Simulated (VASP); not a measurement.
# InSe in VASP: single point with PBE+D3(BJ)

Aim: the single point of InSe with PBE+D3(BJ).

All numbers are computed with VASP 6.6.1; they aren't measurements. Logs are shortened: lines on timing, memory, paths and dates and some standing lists are left out, and cuts for length are marked.

## (1) The cell of the first run

The cell holds a slab with vacuum, 8 atoms: a = 4.027 Å, b = 4.027 Å, c = 28.271 Å, α = 90.00°, β = 90.00°, γ = 120.00°.

## (2) Single point, PBE+D3(BJ)

File INCAR:

```
SYSTEM = InSe
ALGO = Normal ; DIPOL = 0.5 0.5 0.412
EDIFF = 1E-6 ; ENCUT = 520
GGA = PE ; IDIPOL = 3
ISIF = 2 ; ISMEAR = 0
IVDW = 12 ; LASPH = .TRUE.
LCHARG = .FALSE. ; LDIPOL = .TRUE.
LREAL = .FALSE. ; LWAVE = .FALSE.
NBANDS = 48 ; NELM = 80
PREC = Accurate ; SIGMA = 0.05
```

File KPOINTS:

```
k-points
0
G
  9 9 1
  0 0 0
```

File POSCAR:

```
InSe
1.0
    4.0266104808      0.0000000000      0.0000000000
   -2.0133052404      3.4871469675      0.0000000000
    0.0000000000      0.0000000000     28.2707100106
Se In
4 4
Direct
    0.0000000000      0.0000000000      0.1591753443
    0.0000000000      0.0000000000      0.3496677304
    0.0000000000      0.0000000000      0.4738244989
    0.0000000000      0.0000000000      0.6643168850
    0.6666666667      0.3333333333      0.2049979901
    0.6666666667      0.3333333333      0.3038451606
    0.6666666667      0.3333333333      0.5196471447
    0.6666666667      0.3333333333      0.6184943152
```

Potentials or basis: VASP PAW PBE potentials, release 64 (Se, In_d).

Command:

```bash
> cat potpaw_PBE.64/Se/POTCAR potpaw_PBE.64/In_d/POTCAR > POTCAR
> mpirun -np 1 vasp_std > vasp.out
```

OUTCAR:

```text
SYSTEM = InSe
   EDIFF = 1E-6
   ENCUT = 520
   GGA = PE
   ISIF = 2
   ISMEAR = 0
   IVDW = 12
   LASPH = .TRUE.
   LREAL = .FALSE.
   NELM = 80
   PREC = Accurate
 IVDW          = 12

 ion  position               nearest neighbor table
   1  0.000  0.000  0.159-   5 2.66   5 2.66   5 2.66
   2  0.000  0.000  0.350-   6 2.66   6 2.66   6 2.66
   3  0.000  0.000  0.474-   7 2.66   7 2.66   7 2.66
   4  0.000  0.000  0.664-   8 2.66   8 2.66   8 2.66
   5  0.667  0.333  0.205-   1 2.66   1 2.66   1 2.66   6 2.79
   6  0.667  0.333  0.304-   2 2.66   2 2.66   2 2.66   5 2.79
   7  0.667  0.333  0.520-   3 2.66   3 2.66   3 2.66   8 2.79
   8  0.667  0.333  0.618-   4 2.66   4 2.66   4 2.66   7 2.79

  LATTYP: Found a hexagonal cell.
 ALAT       =     4.0266104808
 C/A-ratio  =     7.0209696581

  Lattice vectors:

 A1 = (   4.0266104808,   0.0000000000,   0.0000000000)
 A2 = (  -2.0133052404,   3.4871469675,   0.0000000000)
 A3 = (   0.0000000000,   0.0000000000,  28.2707100106)

Analysis of symmetry for initial positions (statically):
=====================================================================
 Subroutine PRICEL returns:
 Original cell was already a primitive cell.

 Routine SETGRP: Setting up the symmetry group for a
 hexagonal supercell.

 Subroutine GETGRP returns: Found 12 space group operations
 (whereof  6 operations were pure point group operations)
 out of a pool of 24 trial point group operations.

The static configuration has the point symmetry C_3v.
 The point group associated with its full space group is D_3h.

Analysis of symmetry for dynamics (positions and initial velocities):
=====================================================================
 Subroutine PRICEL returns:
 Original cell was already a primitive cell.

 Routine SETGRP: Setting up the symmetry group for a
 hexagonal supercell.

 Subroutine GETGRP returns: Found 12 space group operations
 (whereof  6 operations were pure point group operations)
 out of a pool of 24 trial point group operations.

The dynamic configuration has the point symmetry C_3v.
 The point group associated with its full space group is D_3h.

 Subroutine INISYM returns: Found 12 space group operations
 (whereof  6 operations are pure point group operations),
 and found     1 'primitive' translations

----------------------------------------------------------------------------------------

                                     Primitive cell

  volume of cell :     396.9599

  direct lattice vectors                    reciprocal lattice vectors
     4.026610481  0.000000000  0.000000000     0.248347836  0.143383690  0.000000000
    -2.013305240  3.487146968  0.000000000     0.000000000  0.286767380  0.000000000
     0.000000000  0.000000000 28.270710011     0.000000000  0.000000000  0.035372299

  length of vectors
     4.026610481  4.026610481 28.270710011     0.286767380  0.286767380  0.035372299

  position of ions in fractional coordinates (direct lattice)
     0.000000000  0.000000000  0.159175344
     0.000000000  0.000000000  0.349667730
     0.000000000  0.000000000  0.473824499
     0.000000000  0.000000000  0.664316885
     0.666666667  0.333333333  0.204997990
     0.666666667  0.333333333  0.303845161
     0.666666667  0.333333333  0.519647145
     0.666666667  0.333333333  0.618494315

  ion indices of the primitive-cell ions
   primitive index   ion index
                 1           1
                 2           2
                 3           3
                 4           4
                 5           5
                 6           6
                 7           7
                 8           8

----------------------------------------------------------------------------------------

 KPOINTS: k-points

Automatic generation of k-mesh.
 Grid dimensions read from file:
 generate k-points for:    9    9    1

 Generating k-lattice:

  Cartesian coordinates                     Fractional coordinates (reciprocal lattice)
     0.027594204  0.015931521  0.000000000     0.111111111 -0.000000000  0.000000000
     0.000000000  0.031863042  0.000000000     0.000000000  0.111111111  0.000000000
     0.000000000  0.000000000  0.035372299     0.000000000  0.000000000  1.000000000

  Length of vectors
     0.031863042  0.031863042  0.035372299

  Shift w.r.t. Gamma in fractional coordinates (k-lattice)
     0.000000000  0.000000000  0.000000000

 Subroutine IBZKPT returns following result:
 ===========================================

 Found     12 irreducible k-points:

 Following reciprocal coordinates:
            Coordinates               Weight
  0.000000  0.000000  0.000000      1.000000
  0.111111  0.000000  0.000000      6.000000
  0.222222 -0.000000  0.000000      6.000000
  0.333333 -0.000000  0.000000      6.000000
  0.444444 -0.000000  0.000000      6.000000
  0.111111  0.111111  0.000000      6.000000
  0.222222  0.111111  0.000000     12.000000
  0.333333  0.111111  0.000000     12.000000
  0.444444  0.111111  0.000000      6.000000
  0.222222  0.222222  0.000000      6.000000
  0.333333  0.222222  0.000000     12.000000
  0.333333  0.333333  0.000000      2.000000
   k-points           NKPTS =     12   k-points in BZ     NKDIM =     12   number of bands    NBANDS=     48
   number of dos      NEDOS =    301   number of ions     NIONS =      8
   total plane-waves  NPLWV = 189000
   dimension x,y,z NGX =    30 NGY =   30 NGZ =  210
   dimension x,y,z NGXF=    60 NGYF=   60 NGZF=  420
   ions per type =               4   4
   NGX,Y,Z   is equivalent  to a cutoff of  12.39, 12.39, 12.35 a.u.
   NGXF,Y,Z  is equivalent  to a cutoff of  24.77, 24.77, 24.70 a.u.
 SYSTEM =  InSe
   PREC   = accura    normal or accurate (medium, high low for compatibility)
   ISTART =      0    job   : 0-new  1-cont  2-samecut
   ICHARG =      2    charge: 1-file 2-atom 10-const
   ISPIN  =      1    spin polarized calculation?
   LNONCOLLINEAR =      F non collinear calculations
   LSORBIT =      F    spin-orbit coupling
   LASPH  =      T    aspherical Exc in radial PAW
   ENCUT  =  520.0 eV  38.22 Ry    6.18 a.u.   7.49  7.49 52.56*2*pi/ulx,y,z
   NELM   =     80;   NELMIN=  2; NELMDL= -5     # of ELM steps
   EDIFF  = 0.1E-05   stopping-criterion for ELM
   LREAL  =      F    real-space projection
   EDIFFG = 0.1E-04   stopping-criterion for IOM
   NSW    =      0    number of steps for IOM
   IBRION =     -1    ionic relax: 0-MD 1-quasi-New 2-CG
   NFREE  =      0    steps in history (QN), initial steepest desc. (CG)
   ISIF   =      2    stress and relaxation
   ISYM   =      2    0-nonsym 1-usesym 2-fastsym
   POTIM  = 0.5000    time-step for ionic-motion
   TEBEG  =    0.0;   TEEND  =   0.0 temperature during run
   PSTRESS=    0.0 pullay stress
   NELECT =      76.0000    total number of electrons
   NUPDOWN=      -1.0000    fix difference up-down
   EMIN   =  10.00;   EMAX   =-10.00  energy-range for DOS
   EFERMI =   0.00;   METHOD = LEGACY
   ISMEAR =     0;   SIGMA  =   0.05  broadening in eV -4-tet -1-fermi 0-gaus
   EFERMI_NEDOS =   21; number of points for ismear=-14 and -15
   IALGO  =     38    algorithm
   IMIX   =      4    mixing-type and parameters
     AMIX     =   0.40;   BMIX     =  1.00
     AMIX_MAG =   1.60;   BMIX_MAG =  1.00
  volume/ion in A,a.u.               =      49.62       334.85
  Fermi-wavevector in a.u.,A,eV,Ry     =   0.943548  1.783046 12.113024  0.890282
  Thomas-Fermi vector in A             =   2.071266
   LORBIT       =      0    0 simple, 1 ext, 2 COOP (PROOUT), +10 PAW based schemes
   GGA     = PE    functional components
   LHFCALC =     F    Hartree Fock is set to
   AEXX    =    0.0000 exact exchange contribution
   IVDW    =    12    specifies the selected vdW correction
   LEPSILON=     F    determine dielectric tensor
   LRPA    =     F    only Hartree local field effects (RPA)
 non-spin polarized calculation
 Gauss-broadening in eV      SIGMA  =   0.05
  energy-cutoff  :      520.00
  volume of cell :      396.96
 maximum number of plane-waves:     10749
 NGX is ok and might be reduce to    30
   NGX = 15   NGY = 15   NGZ =105

 dipolmoment           0.000000      0.000000      0.000002 electrons x Angstroem

 number of electron      75.9999997 magnetization

 dipolmoment           0.000000      0.000000     -0.000025 electrons x Angstroem

 Free energy of the ion-electron system (eV)
  ---------------------------------------------------
  ext. energy  EPLUGINS =         0.00000000
  ---------------------------------------------------
  free energy    TOTEN  =       -28.34271530 eV

  energy without entropy =      -28.34271530  energy(sigma->0) =      -28.34271530

 E-fermi :   0.1231     XC(G=0):  -5.6762

 val. band max:       -0.1540482422   @ k =   0.1111   0.0000   0.0000
 cond. band min:       0.9475538805   @ k =   0.0000   0.0000   0.0000
 fundamental gap:      1.1016021226
 Fermi energy:         0.1231104702

 k-point     1 :       0.0000    0.0000    0.0000
  band No.  band energies     occupation
      1     -14.5133      2.00000
      2     -14.5129      2.00000
      3     -14.3303      2.00000
      4     -14.3303      2.00000
      5     -14.3301      2.00000
      6     -14.3301      2.00000
[... 40 lines left out ...]
     47       5.0326      0.00000
     48       5.2298      0.00000

 k-point     2 :       0.1111    0.0000    0.0000
  band No.  band energies     occupation
      1     -14.5128      2.00000
      2     -14.5122      2.00000
      3     -14.3717      2.00000
      4     -14.3693      2.00000
      5     -14.3284      2.00000
      6     -14.3283      2.00000
[... 502 lines left out ...]
 k-point    12 :       0.3333    0.3333    0.0000
  band No.  band energies     occupation
      1     -14.6296      2.00000
      2     -14.6207      2.00000
      3     -14.5279      2.00000
      4     -14.5227      2.00000
      5     -14.4553      2.00000
      6     -14.4551      2.00000
[... 40 lines left out ...]
     47       5.8212      0.00000
     48       5.9586      0.00000

------------------------ aborting loop because EDIFF is reached ----------------------------------------

 vacuum level on the upper side and lower side of the slab       (xc-potential included)        -0.158        -0.158

 Edisp (eV)   -1.99117

 E8    (eV) :    -0.9328

  FORCE on cell =-STRESS in cart. coord.  units (eV):
  Direction    XX          YY          ZZ          XY          YZ          ZX
  --------------------------------------------------------------------------------------
  -------------------------------------------------------------------------------------
  Total      -0.04729    -0.04729     0.43131     0.00000     0.00000     0.00000
  in kB      -0.19087    -0.19087     1.74083     0.00000     0.00000     0.00000
  external pressure =        0.45 kB  Pullay stress =        0.00 kB

 VOLUME and BASIS-vectors are now :
 -----------------------------------------------------------------------------
  energy-cutoff  :      520.00
  volume of cell :      396.96
      direct lattice vectors                 reciprocal lattice vectors
     4.026610481  0.000000000  0.000000000     0.248347836  0.143383690  0.000000000
    -2.013305240  3.487146968  0.000000000     0.000000000  0.286767380  0.000000000
     0.000000000  0.000000000 28.270710011     0.000000000  0.000000000  0.035372299

 POSITION                                       TOTAL-FORCE (eV/Angst)
 -----------------------------------------------------------------------------------
      0.00000      0.00000      4.50000         0.000000     -0.000000     -0.011231
      0.00000      0.00000      9.88536        -0.000000     -0.000000     -0.061748
      0.00000      0.00000     13.39536        -0.000000     -0.000000      0.061748
      0.00000      0.00000     18.78071         0.000000     -0.000000      0.011231
      2.01331      1.16238      5.79544        -0.000000      0.000000      0.007846
      2.01331      1.16238      8.58992         0.000000     -0.000000     -0.034293
      2.01331      1.16238     14.69079         0.000000     -0.000000      0.034293
      2.01331      1.16238     17.48527        -0.000000      0.000000     -0.007846
 -----------------------------------------------------------------------------------
    total drift:                               -0.000001      0.000000     -0.003175

  FREE ENERGIE OF THE ION-ELECTRON SYSTEM (eV)
  ---------------------------------------------------
  free  energy   TOTEN  =       -30.3338896365 eV

  energy  without entropy=      -30.3338896365  energy(sigma->0) =      -30.33388964

 vacuum level on the upper side and lower side of the slab         5.389         5.390
```

Wall time 5 min (1 thread of Intel Xeon Platinum 8488C (Sapphire Rapids), shared host); peak memory 0.51 GiB.

What came out:

- Free energy: -30.3339 eV
- Largest force: 0.062 eV/Å
- Band gap on the k mesh: 1.10 eV (least direct gap 1.16 eV)
- Dispersion energy per atom: -0.249 eV

Forces on the atoms (eV/Å):
```
Se   0.000  0.000 -0.011
Se   0.000  0.000 -0.062
Se   0.000  0.000  0.062
Se   0.000  0.000  0.011
In   0.000  0.000  0.008
In   0.000  0.000 -0.034
In   0.000  0.000  0.034
In   0.000  0.000 -0.008
```

Caveat: spin-orbit coupling is left out, which moves the levels of the heavy elements.
